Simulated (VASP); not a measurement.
# Tl in VASP: single point with PBE

Aim: the single point of Tl with PBE.

Everything below comes from runs of VASP 6.6.1. Logs are shortened: lines on timing, memory, paths and dates and some standing lists are left out, and cuts for length are marked.

### Step 1. The cell of the first run

The cell holds a wire or tube with vacuum around it, 2 atoms: a = 11.800 Å, b = 9.300 Å, c = 3.318 Å, α = 90.00°, β = 90.00°, γ = 90.00°.

### Step 2. Single point, PBE, collinear spin

INCAR reads:

```
SYSTEM = Tl
PREC = Accurate ; ENCUT = 520
EDIFF = 1E-6 ; ISMEAR = 0
SIGMA = 0.05 ; LREAL = .False.
LASPH = .True. ; NELM = 150
ALGO = Normal ; ISIF = 2
LWAVE = .False. ; LCHARG = .True.
ISPIN = 2 ; MAGMOM = 0.5 0.5
LORBIT = 11 ; GGA = PE
LELF = .True. ; LVHAR = .True.
NBANDS = 24
```

KPOINTS reads:

```
Automatic mesh
0
Gamma
  1 1 19
  0 0 0
```

POSCAR reads:

```
Tl
1.0
   11.8000000000      0.0000000000      0.0000000000
    0.0000000000      9.3000000000      0.0000000000
    0.0000000000      0.0000000000      3.3175902714
Tl
2
Direct
    0.3806431386      0.5000000000      0.0000000000
    0.6193568614      0.5000000000      0.5000000000
```

Potentials or basis: VASP PAW PBE potentials, release 64 (Tl_d).

Command:

```console
$ cat potpaw_PBE.64/Tl_d/POTCAR > POTCAR
$ mpirun -np 1 vasp_std > vasp.out
```

OUTCAR:

```text
SYSTEM = Tl
   PREC = Accurate
   ENCUT = 520
   EDIFF = 1E-6
   ISMEAR = 0
   LREAL = .False.
   LASPH = .True.
   NELM = 150
   ISIF = 2
   ISPIN = 2
   LORBIT = 11
   GGA = PE

 ion  position               nearest neighbor table
   1  0.381  0.500  0.000-   2 3.27   2 3.27
   2  0.619  0.500  0.500-   1 3.27   1 3.27

  LATTYP: Found a simple orthorhombic cell.
 ALAT       =     3.3175902714
 B/A-ratio  =     2.8032394718
 C/A-ratio  =     3.5567984696

  Lattice vectors:

 A1 = (   0.0000000000,   0.0000000000,  -3.3175902714)
 A2 = (   0.0000000000,   9.3000000000,   0.0000000000)
 A3 = (  11.8000000000,   0.0000000000,   0.0000000000)

Analysis of symmetry for initial positions (statically):
=====================================================================
 Subroutine PRICEL returns:
 Original cell was already a primitive cell.

 Routine SETGRP: Setting up the symmetry group for a
 simple orthorhombic supercell.

 Subroutine GETGRP returns: Found  8 space group operations
 (whereof  4 operations were pure point group operations)
 out of a pool of  8 trial point group operations.

The static configuration has the point symmetry C_2v.
 The point group associated with its full space group is D_2h.

Analysis of symmetry for dynamics (positions and initial velocities):
=====================================================================
 Subroutine PRICEL returns:
 Original cell was already a primitive cell.

 Routine SETGRP: Setting up the symmetry group for a
 simple orthorhombic supercell.

 Subroutine GETGRP returns: Found  8 space group operations
 (whereof  4 operations were pure point group operations)
 out of a pool of  8 trial point group operations.

The dynamic configuration has the point symmetry C_2v.
 The point group associated with its full space group is D_2h.

Analysis of structural, dynamic, and magnetic symmetry:
=====================================================================
 Subroutine PRICEL returns:
 Original cell was already a primitive cell.

 Routine SETGRP: Setting up the symmetry group for a
 simple orthorhombic supercell.

 Subroutine GETGRP returns: Found  8 space group operations
 (whereof  4 operations were pure point group operations)
 out of a pool of  8 trial point group operations.

The overall configuration has the point symmetry C_2v.
 The point group associated with its full space group is D_2h.

 Subroutine INISYM returns: Found  8 space group operations
 (whereof  4 operations are pure point group operations),
 and found     1 'primitive' translations

----------------------------------------------------------------------------------------

                                     Primitive cell

  volume of cell :     364.0724

  direct lattice vectors                    reciprocal lattice vectors
    11.800000000  0.000000000  0.000000000     0.084745763  0.000000000  0.000000000
     0.000000000  9.300000000  0.000000000     0.000000000  0.107526882  0.000000000
     0.000000000  0.000000000  3.317590271     0.000000000  0.000000000  0.301423599

  length of vectors
    11.800000000  9.300000000  3.317590271     0.084745763  0.107526882  0.301423599

  position of ions in fractional coordinates (direct lattice)
     0.380643139  0.500000000  0.000000000
     0.619356861  0.500000000  0.500000000

  ion indices of the primitive-cell ions
   primitive index   ion index
                 1           1
                 2           2

----------------------------------------------------------------------------------------

 KPOINTS: Automatic mesh

Automatic generation of k-mesh.
 Grid dimensions read from file:
 generate k-points for:    1    1   19

 Generating k-lattice:

  Cartesian coordinates                     Fractional coordinates (reciprocal lattice)
     0.084745763  0.000000000  0.000000000     1.000000000  0.000000000  0.000000000
     0.000000000  0.107526882  0.000000000     0.000000000  1.000000000  0.000000000
     0.000000000  0.000000000  0.015864400     0.000000000  0.000000000  0.052631579

  Length of vectors
     0.084745763  0.107526882  0.015864400

  Shift w.r.t. Gamma in fractional coordinates (k-lattice)
     0.000000000  0.000000000  0.000000000

 Subroutine IBZKPT returns following result:
 ===========================================

 Found     10 irreducible k-points:

 Following reciprocal coordinates:
            Coordinates               Weight
  0.000000  0.000000  0.000000      1.000000
  0.000000  0.000000  0.052632      2.000000
  0.000000  0.000000  0.105263      2.000000
  0.000000  0.000000  0.157895      2.000000
  0.000000  0.000000  0.210526      2.000000
  0.000000  0.000000  0.263158      2.000000
  0.000000  0.000000  0.315789      2.000000
  0.000000  0.000000  0.368421      2.000000
  0.000000  0.000000  0.421053      2.000000
  0.000000  0.000000  0.473684      2.000000
   k-points           NKPTS =     10   k-points in BZ     NKDIM =     10   number of bands    NBANDS=     24
   number of dos      NEDOS =    301   number of ions     NIONS =      2
   total plane-waves  NPLWV = 176400
   dimension x,y,z NGX =    90 NGY =   70 NGZ =   28
   dimension x,y,z NGXF=   180 NGYF=  140 NGZF=   56
   ions per type =               2
   NGX,Y,Z   is equivalent  to a cutoff of  12.68, 12.51, 14.03 a.u.
   NGXF,Y,Z  is equivalent  to a cutoff of  25.36, 25.03, 28.06 a.u.
 SYSTEM =  Tl
   PREC   = accura    normal or accurate (medium, high low for compatibility)
   ISTART =      0    job   : 0-new  1-cont  2-samecut
   ICHARG =      2    charge: 1-file 2-atom 10-const
   ISPIN  =      2    spin polarized calculation?
   LNONCOLLINEAR =      F non collinear calculations
   LSORBIT =      F    spin-orbit coupling
   LASPH  =      T    aspherical Exc in radial PAW
   ENCUT  =  520.0 eV  38.22 Ry    6.18 a.u.  21.94 17.29  6.17*2*pi/ulx,y,z
   NELM   =    150;   NELMIN=  2; NELMDL= -5     # of ELM steps
   EDIFF  = 0.1E-05   stopping-criterion for ELM
   LREAL  =      F    real-space projection
   EDIFFG = 0.1E-04   stopping-criterion for IOM
   NSW    =      0    number of steps for IOM
   IBRION =     -1    ionic relax: 0-MD 1-quasi-New 2-CG
   NFREE  =      0    steps in history (QN), initial steepest desc. (CG)
   ISIF   =      2    stress and relaxation
   ISYM   =      2    0-nonsym 1-usesym 2-fastsym
   POTIM  = 0.5000    time-step for ionic-motion
   TEBEG  =    0.0;   TEEND  =   0.0 temperature during run
   PSTRESS=    0.0 pullay stress
   NELECT =      26.0000    total number of electrons
   NUPDOWN=      -1.0000    fix difference up-down
   EMIN   =  10.00;   EMAX   =-10.00  energy-range for DOS
   EFERMI =   0.00;   METHOD = LEGACY
   ISMEAR =     0;   SIGMA  =   0.05  broadening in eV -4-tet -1-fermi 0-gaus
   EFERMI_NEDOS =   21; number of points for ismear=-14 and -15
   IALGO  =     38    algorithm
   IMIX   =      4    mixing-type and parameters
     AMIX     =   0.40;   BMIX     =  1.00
     AMIX_MAG =   1.60;   BMIX_MAG =  1.00
  volume/ion in A,a.u.               =     182.04      1228.44
  Fermi-wavevector in a.u.,A,eV,Ry     =   0.679209  1.283519  6.276704  0.461325
  Thomas-Fermi vector in A             =   1.757339
   LORBIT       =     11    0 simple, 1 ext, 2 COOP (PROOUT), +10 PAW based schemes
   GGA     = PE    functional components
   LHFCALC =     F    Hartree Fock is set to
   AEXX    =    0.0000 exact exchange contribution
   IVDW    =     0    specifies the selected vdW correction
   LEPSILON=     F    determine dielectric tensor
   LRPA    =     F    only Hartree local field effects (RPA)
 spin polarized calculation
 Gauss-broadening in eV      SIGMA  =   0.05
  energy-cutoff  :      520.00
  volume of cell :      364.07
 maximum number of plane-waves:      9825
 NGX is ok and might be reduce to    90
   NGX = 43   NGY = 35   NGZ = 13

 number of electron      26.0000007 magnetization       0.0018873

 Free energy of the ion-electron system (eV)
  ---------------------------------------------------
  ext. energy  EPLUGINS =         0.00000000
  ---------------------------------------------------
  free energy    TOTEN  =        -3.22533113 eV

  energy without entropy =       -3.22191309  energy(sigma->0) =       -3.22362211

 E-fermi :  -1.9619     XC(G=0):  -2.9673

 val. band max:       -2.1220784246   @ k =   0.0000   0.0000   0.1053
 cond. band min:      -1.9602154094   @ k =   0.0000   0.0000   0.1579
 fundamental gap:      0.1618630152
 Fermi energy:        -1.9619013147

 spin component 1

 k-point     1 :       0.0000    0.0000    0.0000
  band No.  band energies     occupation
      1     -13.9524      1.00000
      2     -13.8480      1.00000
      3     -13.7065      1.00000
      4     -13.6962      1.00000
      5     -13.5775      1.00000
      6     -13.4873      1.00000
[... 16 lines left out ...]
     23       4.3453      0.00000
     24       5.0616      0.00000

 k-point     2 :       0.0000    0.0000    0.0526
  band No.  band energies     occupation
      1     -13.9351      1.00000
      2     -13.8351      1.00000
      3     -13.7026      1.00000
      4     -13.6945      1.00000
      5     -13.5901      1.00000
      6     -13.4907      1.00000
[... 16 lines left out ...]
     23       4.3840      0.00000
     24       4.7145      0.00000

 k-point     3 :       0.0000    0.0000    0.1053
  band No.  band energies     occupation
      1     -13.8861      1.00000
      2     -13.8036      1.00000
      3     -13.6895      1.00000
      4     -13.6862      1.00000
      5     -13.6186      1.00000
      6     -13.5025      1.00000
[... 16 lines left out ...]
     23       4.2298      0.00000
     24       4.4995      0.00000
[... 136 lines left out ...]
 k-point     9 :       0.0000    0.0000    0.4211
  band No.  band energies     occupation
      1     -13.8534      1.00000
      2     -13.8372      1.00000
      3     -13.6935      1.00000
      4     -13.6875      1.00000
      5     -13.5388      1.00000
      6     -13.5030      1.00000
[... 16 lines left out ...]
     23       4.7600      0.00000
     24       5.0594      0.00000

 k-point    10 :       0.0000    0.0000    0.4737
  band No.  band energies     occupation
      1     -13.8590      1.00000
      2     -13.8530      1.00000
      3     -13.7016      1.00000
      4     -13.7002      1.00000
      5     -13.5281      1.00000
      6     -13.5155      1.00000
[... 16 lines left out ...]
     23       4.6346      0.00000
     24       4.6365      0.00000
 Fermi energy:        -1.9619013147

 spin component 2

 k-point     1 :       0.0000    0.0000    0.0000
  band No.  band energies     occupation
      1     -13.9524      1.00000
      2     -13.8479      1.00000
      3     -13.7065      1.00000
      4     -13.6961      1.00000
      5     -13.5775      1.00000
      6     -13.4872      1.00000
[... 16 lines left out ...]
     23       4.3465      0.00000
     24       5.0616      0.00000

 k-point     2 :       0.0000    0.0000    0.0526
  band No.  band energies     occupation
      1     -13.9351      1.00000
      2     -13.8350      1.00000
      3     -13.7025      1.00000
      4     -13.6944      1.00000
      5     -13.5901      1.00000
      6     -13.4905      1.00000
[... 16 lines left out ...]
     23       4.3853      0.00000
     24       4.7151      0.00000

 k-point     3 :       0.0000    0.0000    0.1053
  band No.  band energies     occupation
      1     -13.8861      1.00000
      2     -13.8036      1.00000
      3     -13.6894      1.00000
      4     -13.6862      1.00000
      5     -13.6186      1.00000
      6     -13.5024      1.00000
[... 16 lines left out ...]
     23       4.2303      0.00000
     24       4.5008      0.00000
[... 136 lines left out ...]
 k-point     9 :       0.0000    0.0000    0.4211
  band No.  band energies     occupation
      1     -13.8534      1.00000
      2     -13.8372      1.00000
      3     -13.6933      1.00000
      4     -13.6874      1.00000
      5     -13.5387      1.00000
      6     -13.5029      1.00000
[... 16 lines left out ...]
     23       4.7602      0.00000
     24       5.0610      0.00000

 k-point    10 :       0.0000    0.0000    0.4737
  band No.  band energies     occupation
      1     -13.8589      1.00000
      2     -13.8530      1.00000
      3     -13.7015      1.00000
      4     -13.7000      1.00000
      5     -13.5280      1.00000
      6     -13.5154      1.00000
[... 16 lines left out ...]
     23       4.6374      0.00000
     24       4.6382      0.00000

------------------------ aborting loop because EDIFF is reached ----------------------------------------

  FORCE on cell =-STRESS in cart. coord.  units (eV):
  Direction    XX          YY          ZZ          XY          YZ          ZX
  --------------------------------------------------------------------------------------
  -------------------------------------------------------------------------------------
  Total        0.1373953      0.0674362     -1.6347335      0.0000000      0.0000000      0.0000000
  in kB        0.6046370      0.2967673     -7.1939901      0.0000000      0.0000000      0.0000000
  external PRESSURE =      -2.0975286 kB  Pullay stress =       0.0000000 kB

 VOLUME and BASIS-vectors are now :
 -----------------------------------------------------------------------------
  energy-cutoff  :      520.00
  volume of cell :      364.07
      direct lattice vectors                 reciprocal lattice vectors
    11.800000000  0.000000000  0.000000000     0.084745763  0.000000000  0.000000000
     0.000000000  9.300000000  0.000000000     0.000000000  0.107526882  0.000000000
     0.000000000  0.000000000  3.317590271     0.000000000  0.000000000  0.301423599

 POSITION                                       TOTAL-FORCE (eV/Angst)
 -----------------------------------------------------------------------------------
      4.49159      4.65000      0.00000        -0.087693      0.000000      0.000000
      7.30841      4.65000      1.65880         0.087693      0.000000      0.000000
 -----------------------------------------------------------------------------------
    total drift:                                0.000000      0.000000      0.000000

  FREE ENERGIE OF THE ION-ELECTRON SYSTEM (eV)
  ---------------------------------------------------
  free  energy   TOTEN  =        -3.2253311327 eV

  energy  without entropy=       -3.2219130896  energy(sigma->0) =       -3.22362211

 total charge

# of ion       s       p       d       tot
------------------------------------------
    1        1.205   0.332   9.634  11.171
    2        1.205   0.332   9.634  11.171
--------------------------------------------------
tot          2.409   0.664  19.269  22.343

 magnetization (x)

# of ion       s       p       d       tot
------------------------------------------
    1       -0.000   0.000  -0.000   0.000
    2       -0.000   0.000  -0.000   0.000
--------------------------------------------------
tot         -0.000   0.000  -0.000   0.000
```

Wall time 5.5 min (1 thread of Intel Xeon Platinum 8259CL at 2.50GHz (Skylake/Cascade Lake), shared host); peak memory 0.61 GiB.

Results:

* Free energy: -3.2253 eV
* Largest force: 0.088 eV/Å
* Band gap on the k mesh: zero (filled and empty bands overlap)
* Net moment: 0.00 μB per cell
* Valence electrons inside the program's atomic spheres: Tl 11.17

Forces in eV/Å, atoms in the order of the input:
```
Tl  -0.088  0.000  0.000
Tl   0.088  0.000  0.000
```

Levels at points of the mesh, in eV from the Fermi level:
Spin up:
| k point | band 11 | band 12 | band 13 | band 14 | band 15 | band 16 |
| --- | --- | --- | --- | --- | --- | --- |
| (0.00, 0.00, 0.00) | -7.92 | -5.79 | -0.39 | -0.35 | 1.40 | 2.77 |
Spin down:
```
           k point  band 11  band 12  band 13  band 14  band 15  band 16
(0.00, 0.00, 0.00)    -7.92    -5.79    -0.39    -0.35     1.40     2.77
```

Caveat: spin-orbit coupling is left out, which moves the levels of the heavy elements.
